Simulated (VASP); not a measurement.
Input of a VASP 6.6.1 run:

Contents of INCAR:

```
ALGO = Fast
EDIFF = 1E-6
ENCUT = 520
GGA = PE
ISIF = 2
ISMEAR = 0
LASPH = True
LCHARG = False
LREAL = False
LWAVE = False
NBANDS = 39
NELM = 60
PREC = Accurate
SIGMA = 0.1
```

KPOINTS

```
k-points
0
Gamma
  12 12 10
```

POSCAR

```
ZrB2W3
1.0
    5.4107691477      0.0000000000      0.0000000000
   -2.7053845738      4.6858635359      0.0000000000
    0.0000000000      0.0000000000      3.3783331471
Zr B W
1 2 3
Direct
    0.0000000000      0.0000000000      0.0000000000
    0.3333333333      0.6666666667      0.0000000000
    0.6666666667      0.3333333333      0.0000000000
    0.0000000000      0.5000000000      0.5000000000
    0.5000000000      0.5000000000      0.5000000000
    0.5000000000      0.0000000000      0.5000000000
```

Potentials or basis: VASP PAW PBE potentials, release 64 (Zr_sv, B, W_sv).

Command:

```bash
$ cat potpaw_PBE.64/Zr_sv/POTCAR potpaw_PBE.64/B/POTCAR potpaw_PBE.64/W_sv/POTCAR > POTCAR
$ mpirun -np 1 vasp_std > vasp.out
```

Q: Estimate the pressure.

A: 0.3 GPa.

Q: Estimate the band gap on the k mesh.

A: Zero (bands 30 and 31 overlap by 1.46 eV).

Stress tensor (GPa, compression positive):
```
0.33 0.00 0.00
0.00 0.33 0.00
0.00 0.00 0.25
```

Caveat: spin-orbit coupling is left out, which moves the levels of the heavy elements.
